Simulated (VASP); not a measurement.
# Ru (P6_3/mmc) in VASP: a series of runs

Ru is run at these levels: PBEsol; tasks: single point.

All numbers are computed with VASP 6.6.1; they aren't measurements. Logs are shortened: lines on timing, memory, paths and dates and some standing lists are left out, and cuts for length are marked.

## Step 1: The cell of the first run

The structure is hexagonal, space group P6_3/mmc (No. 194). The conventional cell has a = 2.625 Å, b = 2.625 Å, c = 4.346 Å, α = 90.00°, β = 90.00°, γ = 120.00°. Ru (site symmetry -6m2) has 12 Ru at 2.62 to 2.65 Å within 3.5 Å.

## Step 2: Single point, PBEsol (strain -0.030 along x and y, +0.015 along z)

Contents of INCAR:

```
PREC = Accurate ; ENCUT = 520
EDIFF = 1E-7 ; ISMEAR = 0
SIGMA = 0.15 ; LREAL = F
LASPH = T ; NELM = 60
ALGO = Fast ; ISIF = 2
LWAVE = F ; LCHARG = F
GGA = PS ; NBANDS = 21
```

Contents of KPOINTS:

```
Automatic mesh
0
Gamma
  21 21 12
```

Contents of POSCAR:

```
Ru
1.0
    2.6246253542      0.0000000000      0.0000000000
   -1.3123126771      2.2729922322      0.0000000000
    0.0000000000      0.0000000000      4.3461285000
Ru
2
Direct
    0.3333333333      0.6666666667      0.2500000000
    0.6666666667      0.3333333333      0.7500000000
```

Potentials or basis: VASP PAW PBE potentials, release 64 (Ru_pv).

On the command line:

```sh
$ cat potpaw_PBE.64/Ru_pv/POTCAR > POTCAR
$ mpirun -np 1 vasp_std > vasp.out
```

OUTCAR:

```text
PREC = Accurate
   ENCUT = 520
   EDIFF = 1E-7
   ISMEAR = 0
   LREAL = F
   LASPH = T
   NELM = 60
   ISIF = 2
   GGA = PS

 ion  position               nearest neighbor table
   1  0.333  0.667  0.250-   2 2.65   2 2.65   2 2.65   2 2.65   2 2.65   2 2.65
   2  0.667  0.333  0.750-   1 2.65   1 2.65   1 2.65   1 2.65   1 2.65   1 2.65

  LATTYP: Found a hexagonal cell.
 ALAT       =     2.6246253542
 C/A-ratio  =     1.6559043343

  Lattice vectors:

 A1 = (   2.6246253542,   0.0000000000,   0.0000000000)
 A2 = (  -1.3123126771,   2.2729922322,   0.0000000000)
 A3 = (   0.0000000000,   0.0000000000,   4.3461285000)

Analysis of symmetry for initial positions (statically):
=====================================================================
 Subroutine PRICEL returns:
 Original cell was already a primitive cell.

 Routine SETGRP: Setting up the symmetry group for a
 hexagonal supercell.

 Subroutine GETGRP returns: Found 24 space group operations
 (whereof 12 operations were pure point group operations)
 out of a pool of 24 trial point group operations.

The static configuration has the point symmetry D_3d.
 The point group associated with its full space group is D_6h.

Analysis of symmetry for dynamics (positions and initial velocities):
=====================================================================
 Subroutine PRICEL returns:
 Original cell was already a primitive cell.

 Routine SETGRP: Setting up the symmetry group for a
 hexagonal supercell.

 Subroutine GETGRP returns: Found 24 space group operations
 (whereof 12 operations were pure point group operations)
 out of a pool of 24 trial point group operations.

The dynamic configuration has the point symmetry D_3d.
 The point group associated with its full space group is D_6h.

 Subroutine INISYM returns: Found 24 space group operations
 (whereof 12 operations are pure point group operations),
 and found     1 'primitive' translations

----------------------------------------------------------------------------------------

                                     Primitive cell

  volume of cell :      25.9279

  direct lattice vectors                    reciprocal lattice vectors
     2.624625354  0.000000000  0.000000000     0.381006759  0.219974355  0.000000000
    -1.312312677  2.272992232  0.000000000     0.000000000  0.439948710  0.000000000
     0.000000000  0.000000000  4.346128500     0.000000000  0.000000000  0.230089837

  length of vectors
     2.624625354  2.624625354  4.346128500     0.439948710  0.439948710  0.230089837

  position of ions in fractional coordinates (direct lattice)
     0.333333333  0.666666667  0.250000000
     0.666666667  0.333333333  0.750000000

  ion indices of the primitive-cell ions
   primitive index   ion index
                 1           1
                 2           2

----------------------------------------------------------------------------------------

 KPOINTS: Automatic mesh

Automatic generation of k-mesh.
 Grid dimensions read from file:
 generate k-points for:   21   21   12

 Generating k-lattice:

  Cartesian coordinates                     Fractional coordinates (reciprocal lattice)
     0.018143179  0.010474969  0.000000000     0.047619048  0.000000000  0.000000000
     0.000000000  0.020949939  0.000000000     0.000000000  0.047619048  0.000000000
     0.000000000  0.000000000  0.019174153     0.000000000  0.000000000  0.083333333

  Length of vectors
     0.020949939  0.020949939  0.019174153

  Shift w.r.t. Gamma in fractional coordinates (k-lattice)
     0.000000000  0.000000000  0.000000000

 Subroutine IBZKPT returns following result:
 ===========================================

 Found    336 irreducible k-points:

 Following reciprocal coordinates:
            Coordinates               Weight
  0.000000  0.000000  0.000000      1.000000
  0.047619  0.000000  0.000000      6.000000
  0.095238 -0.000000  0.000000      6.000000
  0.142857 -0.000000  0.000000      6.000000
  0.190476 -0.000000  0.000000      6.000000
  0.238095  0.000000  0.000000      6.000000
[... 16 lines left out ...]
  0.142857  0.095238  0.000000     12.000000
  0.190476  0.095238  0.000000     12.000000
 [... further k-points ...]
   k-points           NKPTS =    336   k-points in BZ     NKDIM =    336   number of bands    NBANDS=     21
   number of dos      NEDOS =    301   number of ions     NIONS =      2
   total plane-waves  NPLWV =  12800
   dimension x,y,z NGX =    20 NGY =   20 NGZ =   32
   dimension x,y,z NGXF=    40 NGYF=   40 NGZF=   64
   ions per type =               2
   NGX,Y,Z   is equivalent  to a cutoff of  12.67, 12.67, 12.24 a.u.
   NGXF,Y,Z  is equivalent  to a cutoff of  25.34, 25.34, 24.48 a.u.
 SYSTEM =  unknown system
   PREC   = accura    normal or accurate (medium, high low for compatibility)
   ISTART =      0    job   : 0-new  1-cont  2-samecut
   ICHARG =      2    charge: 1-file 2-atom 10-const
   ISPIN  =      1    spin polarized calculation?
   LNONCOLLINEAR =      F non collinear calculations
   LSORBIT =      F    spin-orbit coupling
   LASPH  =      T    aspherical Exc in radial PAW
   ENCUT  =  520.0 eV  38.22 Ry    6.18 a.u.   4.88  4.88  8.08*2*pi/ulx,y,z
   NELM   =     60;   NELMIN=  2; NELMDL= -5     # of ELM steps
   EDIFF  = 0.1E-06   stopping-criterion for ELM
   LREAL  =      F    real-space projection
   EDIFFG = 0.1E-05   stopping-criterion for IOM
   NSW    =      0    number of steps for IOM
   IBRION =     -1    ionic relax: 0-MD 1-quasi-New 2-CG
   NFREE  =      0    steps in history (QN), initial steepest desc. (CG)
   ISIF   =      2    stress and relaxation
   ISYM   =      2    0-nonsym 1-usesym 2-fastsym
   POTIM  = 0.5000    time-step for ionic-motion
   TEBEG  =    0.0;   TEEND  =   0.0 temperature during run
   PSTRESS=    0.0 pullay stress
   NELECT =      28.0000    total number of electrons
   NUPDOWN=      -1.0000    fix difference up-down
   EMIN   =  10.00;   EMAX   =-10.00  energy-range for DOS
   EFERMI =   0.00;   METHOD = LEGACY
   ISMEAR =     0;   SIGMA  =   0.15  broadening in eV -4-tet -1-fermi 0-gaus
   EFERMI_NEDOS =   21; number of points for ismear=-14 and -15
   IALGO  =     68    algorithm
   IMIX   =      4    mixing-type and parameters
     AMIX     =   0.40;   BMIX     =  1.00
     AMIX_MAG =   1.60;   BMIX_MAG =  1.00
  volume/ion in A,a.u.               =      12.96        87.49
  Fermi-wavevector in a.u.,A,eV,Ry     =   1.679596  3.173977 38.382628  2.821044
  Thomas-Fermi vector in A             =   2.763480
   LORBIT       =      0    0 simple, 1 ext, 2 COOP (PROOUT), +10 PAW based schemes
   GGA     = PS    functional components
   LHFCALC =     F    Hartree Fock is set to
   AEXX    =    0.0000 exact exchange contribution
   IVDW    =     0    specifies the selected vdW correction
   LEPSILON=     F    determine dielectric tensor
   LRPA    =     F    only Hartree local field effects (RPA)
 non-spin polarized calculation
 RMM-DIIS sequential band-by-band and
 Gauss-broadening in eV      SIGMA  =   0.15
  energy-cutoff  :      520.00
  volume of cell :       25.93
 maximum number of plane-waves:       718
 NGX is ok and might be reduce to    20
   NGX =  9   NGY =  9   NGZ = 17

 number of electron      28.0000003 magnetization

 Free energy of the ion-electron system (eV)
  ---------------------------------------------------
  ext. energy  EPLUGINS =         0.00000000
  ---------------------------------------------------
  free energy    TOTEN  =       -20.26495821 eV

  energy without entropy =      -20.24799276  energy(sigma->0) =      -20.25647548

 E-fermi :  13.5699     XC(G=0): -14.5692

 val. band max:       13.5617535382   @ k =   0.2857   0.2857   0.2500
 cond. band min:      13.5776162259   @ k =   0.2857   0.0000   0.1667
 fundamental gap:      0.0158626877
 Fermi energy:        13.5698643445

 k-point     1 :       0.0000    0.0000    0.0000
  band No.  band energies     occupation
      1     -30.1500      2.00000
      2     -29.0616      2.00000
      3     -29.0616      2.00000
      4     -28.9392      2.00000
      5     -28.9073      2.00000
      6     -28.9073      2.00000
[... 13 lines left out ...]
     20      23.7976      0.00000
     21      23.8983      0.00000

 k-point     2 :       0.0476    0.0000    0.0000
  band No.  band energies     occupation
      1     -30.1410      2.00000
      2     -29.0845      2.00000
      3     -29.0687      2.00000
      4     -28.9422      2.00000
      5     -28.9308      2.00000
      6     -28.9109      2.00000
[... 13 lines left out ...]
     20      23.7976      0.00000
     21      23.8914      0.00000

 k-point     3 :       0.0952   -0.0000    0.0000
  band No.  band energies     occupation
      1     -30.1144      2.00000
      2     -29.1508      2.00000
      3     -29.0889      2.00000
      4     -28.9987      2.00000
      5     -28.9512      2.00000
      6     -28.9214      2.00000
[... 13 lines left out ...]
     20      23.7976      0.00000
     21      23.8731      0.00000

 k-point     4 :       0.1429   -0.0000    0.0000
  band No.  band energies     occupation
      1     -30.0715      2.00000
      2     -29.2547      2.00000
      3     -29.1200      2.00000
      4     -29.1037      2.00000
      5     -28.9666      2.00000
      6     -28.9386      2.00000
[... 13 lines left out ...]
     20      23.7975      0.00000
     21      23.8509      0.00000

 k-point     5 :       0.1905   -0.0000    0.0000
  band No.  band energies     occupation
      1     -30.0143      2.00000
      2     -29.3865      2.00000
      3     -29.2346      2.00000
      4     -29.1587      2.00000
      5     -28.9886      2.00000
      6     -28.9611      2.00000
[... 13 lines left out ...]
     20      23.7974      0.00000
     21      23.8332      0.00000
[... 382 lines left out ...]
     20      25.5476      0.00000
     21      27.0686      0.00000

 k-point    22 :       0.0952    0.0952    0.0000
  band No.  band energies     occupation
      1     -30.0465      2.00000
      2     -29.2943      2.00000
      3     -29.2114      2.00000
      4     -29.0935      2.00000
      5     -28.9760      2.00000
      6     -28.9624      2.00000
[... 13 lines left out ...]
     20      23.7975      0.00000
     21      23.8428      0.00000

 k-point    23 :       0.1429    0.0952    0.0000
  band No.  band energies     occupation
      1     -29.9906      2.00000
      2     -29.4069      2.00000
      3     -29.3247      2.00000
      4     -29.1443      2.00000
      5     -28.9983      2.00000
      6     -28.9942      2.00000
[... 13 lines left out ...]
     20      23.7974      0.00000
     21      23.8305      0.00000

 k-point    24 :       0.1905    0.0952    0.0000
  band No.  band energies     occupation
      1     -29.9235      2.00000
      2     -29.5407      2.00000
      3     -29.4442      2.00000
      4     -29.2016      2.00000
      5     -29.0275      2.00000
      6     -29.0275      2.00000
[... 13 lines left out ...]
     20      23.7972      0.00000
     21      23.8226      0.00000

 [... further k-points ...]
[... 5 lines left out ...]
  --------------------------------------------------------------------------------------
  -------------------------------------------------------------------------------------
  Total        3.0220716      3.0220716     -1.0528958      0.0000000      0.0000000      0.0000000
  in kB      186.7443645    186.7443645    -65.0621124      0.0000000      0.0000000      0.0000000
  external PRESSURE =     102.8088722 kB  Pullay stress =       0.0000000 kB

 VOLUME and BASIS-vectors are now :
 -----------------------------------------------------------------------------
  energy-cutoff  :      520.00
  volume of cell :       25.93
      direct lattice vectors                 reciprocal lattice vectors
     2.624625354  0.000000000  0.000000000     0.381006759  0.219974355  0.000000000
    -1.312312677  2.272992232  0.000000000     0.000000000  0.439948710  0.000000000
     0.000000000  0.000000000  4.346128500     0.000000000  0.000000000  0.230089837

 POSITION                                       TOTAL-FORCE (eV/Angst)
 -----------------------------------------------------------------------------------
     -0.00000      1.51533      1.08653         0.000000     -0.000000      0.000000
      1.31231      0.75766      3.25960        -0.000000      0.000000      0.000000
 -----------------------------------------------------------------------------------
    total drift:                                0.000000     -0.000000      0.000000

  FREE ENERGIE OF THE ION-ELECTRON SYSTEM (eV)
  ---------------------------------------------------
  free  energy   TOTEN  =       -20.2649582086 eV

  energy  without entropy=      -20.2479927612  energy(sigma->0) =      -20.25647548
```

It took 2.5 min on 1 thread of Intel Xeon Platinum 8259CL at 2.50GHz (Skylake/Cascade Lake), shared host; peak memory 0.25 GiB.

What came out:

```
Free energy            : -20.2650 eV
Pressure               : 10.3 GPa
Band gap on the k mesh : zero (bands 14 and 15 overlap by 3.44 eV)
```

Levels at points of the mesh, in eV from the Fermi level:
| k point | band 12 | band 13 | band 14 | band 15 | band 16 | band 17 |
| --- | --- | --- | --- | --- | --- | --- |
| (0.00, 0.00, 0.00) | -2.13 | -2.13 | -1.12 | -1.12 | 0.76 | 1.29 |
| (0.00, 0.00, 0.50) | -2.83 | -2.83 | -2.83 | 0.59 | 0.59 | 0.59 |

Caveat: the cell differs from its parent crystal (strain -0.030 along x and y, +0.015 along z); the stress differs along the axes, from -7 to 19 GPa; the PAW data sets were made with another functional, which shifts forces and pressure a little.

## Step 3: Single point, PBEsol (strain -0.030 along x and y, +0.030 along z)

Contents of INCAR:

```
ALGO = Fast ; EDIFF = 1E-6
ENCUT = 520 ; GGA = PS
ISIF = 2 ; ISMEAR = 0
LASPH = T ; LCHARG = F
LREAL = F ; LWAVE = F
NBANDS = 21 ; NELM = 60
PREC = Accurate ; SIGMA = 0.15
```

Contents of KPOINTS:

```
k-points
0
Gamma
  21 21 12
```

POSCAR: that of step 2 with these lines changed.

```diff
@@ -4,3 +4,3 @@
    -1.3123126771      2.2729922322      0.0000000000
-    0.0000000000      0.0000000000      4.3461285000
+    0.0000000000      0.0000000000      4.4103570000
 Ru
```

Potentials or basis: VASP PAW PBE potentials, release 64 (Ru_pv).

On the command line:

```sh
$ cat potpaw_PBE.64/Ru_pv/POTCAR > POTCAR
$ mpirun -np 1 vasp_std > vasp.out
```

Wall time 2.6 min (1 thread of Intel Xeon Platinum 8259CL at 2.50GHz (Skylake/Cascade Lake), shared host); peak memory 0.25 GiB.

It converged, with:

* Free energy: -20.2380 eV
* Pressure: 5.2 GPa
* Band gap on the k mesh: zero (bands 14 and 15 overlap by 3.26 eV)

Stress tensor (GPa, compression positive):
```
 15.84   0.00   0.00
  0.00  15.84   0.00
  0.00   0.00 -16.12
```

Levels at points of the mesh, in eV from the Fermi level:
```
           k point  band 10  band 11  band 12  band 13  band 14  band 15  band 16  band 17  band 18  band 19
(0.00, 0.00, 0.00)    -2.69    -2.69    -2.11    -2.11    -0.98    -0.98     0.59     1.27     1.27     9.79
(0.00, 0.00, 0.50)    -3.18    -2.73    -2.73    -2.73    -2.73     0.58     0.58     0.58     0.58    10.25
```

Caveat: the cell differs from its parent crystal (strain -0.030 along x and y, +0.030 along z); the stress differs along the axes, from -16 to 16 GPa; the PAW data sets were made with another functional, which shifts forces and pressure a little.
